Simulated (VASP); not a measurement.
# TiSe2 (P-3m1) in VASP: notebook, part 2 of 2

VASP 6.6.1.

### 3 Single point, PBE+U

The COD entry that gives the cell may itself be a prediction, so a difference from it is no test against experiment.

Input file INCAR:

```
PREC = Accurate ; ENCUT = 500
EDIFF = 1E-6 ; ISMEAR = 0
SIGMA = 0.01 ; LREAL = False
LASPH = True ; NELM = 200
ALGO = Normal ; ISIF = 2
LWAVE = False ; LCHARG = False
LMAXMIX = 4 ; LDAU = True
LDAUTYPE = 2 ; LDAUL = 2 -1
LDAUU = 6 0 ; LDAUJ = 0 0
LDAUPRINT = 1 ; GGA = PE
NBANDS = 19 ; GGA_COMPAT = False
```

Input file KPOINTS:

```
Automatic mesh
0
Gamma
  4 4 2
```

Input file POSCAR:

```
TiSe2
1.0
    3.5360000000      0.0000000000      0.0000000000
   -1.7680000000      3.0622660000      0.0000000000
    0.0000000000      0.0000000000      6.0040000000
Ti Se
1 2
Direct
    0.0000000000      0.0000000000      0.0000000000
    0.3333333333      0.6666666667      0.2552000000
    0.6666666667      0.3333333333      0.7448000000
```

Potentials or basis: VASP PAW PBE potentials, release 64 (Ti_sv, Se).

Launch:

```console
$ cat potpaw_PBE.64/Ti_sv/POTCAR potpaw_PBE.64/Se/POTCAR > POTCAR
$ mpirun -np 1 vasp_std > vasp.out
```

OUTCAR:

```text
PREC = Accurate
   ENCUT = 500
   EDIFF = 1E-6
   ISMEAR = 0
   LREAL = False
   LASPH = True
   NELM = 200
   ISIF = 2
   GGA = PE

 ion  position               nearest neighbor table
   1  0.000  0.000  0.000-   2 2.55   3 2.55   3 2.55   2 2.55   3 2.55   2 2.55
   2  0.333  0.667  0.255-   1 2.55   1 2.55   1 2.55
   3  0.667  0.333  0.745-   1 2.55   1 2.55   1 2.55

  LATTYP: Found a hexagonal cell.
 ALAT       =     3.5360000000
 C/A-ratio  =     1.6979638009

  Lattice vectors:

 A1 = (   3.5360000000,   0.0000000000,   0.0000000000)
 A2 = (  -1.7680000000,   3.0622660000,   0.0000000000)
 A3 = (   0.0000000000,   0.0000000000,   6.0040000000)

Analysis of symmetry for initial positions (statically):
=====================================================================
 Subroutine PRICEL returns:
 Original cell was already a primitive cell.

 Routine SETGRP: Setting up the symmetry group for a
 hexagonal supercell.

 Subroutine GETGRP returns: Found 12 space group operations
 (whereof 12 operations were pure point group operations)
 out of a pool of 24 trial point group operations.

The static configuration has the point symmetry D_3d.

Analysis of symmetry for dynamics (positions and initial velocities):
=====================================================================
[... 162 lines left out ...]
  o =  0.0762  v =  0.0000  0.0000  0.0000  0.0000  0.0000 -0.8299  0.0000  0.0000 -0.5579  0.0000      0.0000  0.0000  0.0000  0.0000  0.0000  0.0000  0.0000  0.0000  0.0000  0.0000
  o =  0.0762  v = -0.8299  0.0000  0.0000 -0.5579  0.0000  0.0000  0.0000  0.0000  0.0000  0.0000      0.0000  0.0000  0.0000  0.0000  0.0000  0.0000  0.0000  0.0000  0.0000  0.0000
  o =  0.0762  v =  0.0000  0.0000  0.0000  0.0000  0.0000 -0.0000 -0.5579 -0.0000 -0.0000 -0.8299      0.0000  0.0000  0.0000  0.0000  0.0000  0.0000  0.0000  0.0000  0.0000  0.0000
  o =  0.0762  v = -0.0000 -0.5579 -0.0000 -0.0000 -0.8299  0.0000  0.0000  0.0000  0.0000  0.0000      0.0000  0.0000  0.0000  0.0000  0.0000  0.0000  0.0000  0.0000  0.0000  0.0000
  o =  0.2948  v = -0.5579 -0.0000  0.0000  0.8299  0.0000  0.0000  0.0000  0.0000  0.0000  0.0000      0.0000  0.0000  0.0000  0.0000  0.0000  0.0000  0.0000  0.0000  0.0000  0.0000
  o =  0.2948  v =  0.0000  0.0000  0.0000  0.0000  0.0000 -0.5579 -0.0000  0.0000  0.8299  0.0000      0.0000  0.0000  0.0000  0.0000  0.0000  0.0000  0.0000  0.0000  0.0000  0.0000
  o =  0.2948  v = -0.0000  0.8299 -0.0000  0.0000 -0.5579  0.0000  0.0000  0.0000  0.0000  0.0000      0.0000  0.0000  0.0000  0.0000  0.0000  0.0000  0.0000  0.0000  0.0000  0.0000
  o =  0.2948  v =  0.0000  0.0000  0.0000  0.0000  0.0000 -0.0000  0.8299 -0.0000  0.0000 -0.5579      0.0000  0.0000  0.0000  0.0000  0.0000  0.0000  0.0000  0.0000  0.0000  0.0000

 number of electron      24.0000001 magnetization

 Free energy of the ion-electron system (eV)
  ---------------------------------------------------
  ext. energy  EPLUGINS =         0.00000000
  ---------------------------------------------------
  free energy    TOTEN  =       -14.00703062 eV

  energy without entropy =      -14.00618545  energy(sigma->0) =      -14.00660803

 E-fermi :   5.4304     XC(G=0):  -9.9960

 val. band max:        5.2243161975   @ k =   0.0000   0.0000   0.5000
 cond. band min:       5.4313969968   @ k =   0.5000  -0.0000   0.5000
 fundamental gap:      0.2070807993
 Fermi energy:         5.4304088251

 k-point     1 :       0.0000    0.0000    0.0000
  band No.  band energies     occupation
      1     -54.2898      2.00000
      2     -30.4554      2.00000
      3     -30.4304      2.00000
      4     -30.4304      2.00000
      5      -9.0174      2.00000
      6      -7.5430      2.00000
[... 153 lines left out ...]
      6      -7.3492      2.00000
[... 11 lines left out ...]
     18      11.8544      0.00000
     19      12.0176      0.00000

------------------------ aborting loop because EDIFF is reached ----------------------------------------

  FORCE on cell =-STRESS in cart. coord.  units (eV):
  Direction    XX          YY          ZZ          XY          YZ          ZX
  --------------------------------------------------------------------------------------
  -------------------------------------------------------------------------------------
  Total        3.0575758      3.0575761      2.6602265      0.0000000      0.0000000      0.0000000
  in kB       75.3515098     75.3515182     65.5591543      0.0000000      0.0000000      0.0000000
  external PRESSURE =      72.0873941 kB  Pullay stress =       0.0000000 kB

 VOLUME and BASIS-vectors are now :
 -----------------------------------------------------------------------------
  energy-cutoff  :      500.00
  volume of cell :       65.01
      direct lattice vectors                 reciprocal lattice vectors
     3.536000000  0.000000000  0.000000000     0.282805430  0.163277782  0.000000000
    -1.768000000  3.062266000  0.000000000     0.000000000  0.326555564  0.000000000
     0.000000000  0.000000000  6.004000000     0.000000000  0.000000000  0.166555630

 POSITION                                       TOTAL-FORCE (eV/Angst)
 -----------------------------------------------------------------------------------
      0.00000      0.00000      0.00000         0.000000     -0.000000      0.000000
     -0.00000      2.04151      1.53222         0.000000     -0.000000      0.444214
      1.76800      1.02076      4.47178        -0.000000      0.000000     -0.444214
 -----------------------------------------------------------------------------------
    total drift:                                0.000000     -0.000000     -0.000000

  FREE ENERGIE OF THE ION-ELECTRON SYSTEM (eV)
  ---------------------------------------------------
  free  energy   TOTEN  =       -14.0070306225 eV

  energy  without entropy=      -14.0061854460  energy(sigma->0) =      -14.00660803
```

OSZICAR:

```text
N       E                     dE             d eps       ncg     rms          rms(c)
DAV:   1     0.212557093085E+03    0.21256E+03   -0.11187E+04   304   0.122E+03
DAV:   2     0.920595892876E+00   -0.21164E+03   -0.20494E+03   337   0.323E+02
DAV:   3    -0.178041681101E+02   -0.18725E+02   -0.18417E+02   439   0.932E+01
[... 12 lines left out ...]
DAV:  16    -0.140070702905E+02    0.10573E-03   -0.46923E-05   359   0.446E-02    0.139E-01
DAV:  17    -0.140070688242E+02    0.14663E-05   -0.14613E-04   328   0.568E-02    0.943E-02
DAV:  18    -0.140070350922E+02    0.33732E-04   -0.65776E-05   395   0.453E-02    0.351E-02
DAV:  19    -0.140070304109E+02    0.46813E-05   -0.14878E-05   363   0.308E-02    0.120E-02
DAV:  20    -0.140070306225E+02   -0.21156E-06   -0.95226E-06   302   0.189E-02
   1 F= -.14007031E+02 E0= -.14006608E+02  d E =-.845176E-03
```

It took 34 s on 1 thread of Intel Xeon 8259CL, shared host; peak memory 0.18 GiB.

Results:

| Item | Value |
| --- | --- |
| Free energy | -14.0070 eV |
| Pressure | 7.2 GPa |
| Largest force | 0.444 eV/Å |
| Band gap on the k mesh | zero (filled and empty bands overlap) |

Forces in eV/Å, atoms in the order of the input:
```
Ti   0.000  0.000  0.000
Se   0.000  0.000  0.444
Se   0.000  0.000 -0.444
```

Eigenvalues of the final occupation matrices:
```tsv
site	spin	trace	eigenvalues
site 1 d	1	0.81	0.07 0.08 0.08 0.29 0.29
site 1 d	2	0.81	0.07 0.08 0.08 0.29 0.29
```

Caveat: the k points lie up to 0.52 Å⁻¹ apart; this functional lacks dispersion, which binds the layers, so the pressure and a relaxed spacing across them are unreliable; U without spin polarisation on a metal has little footing.
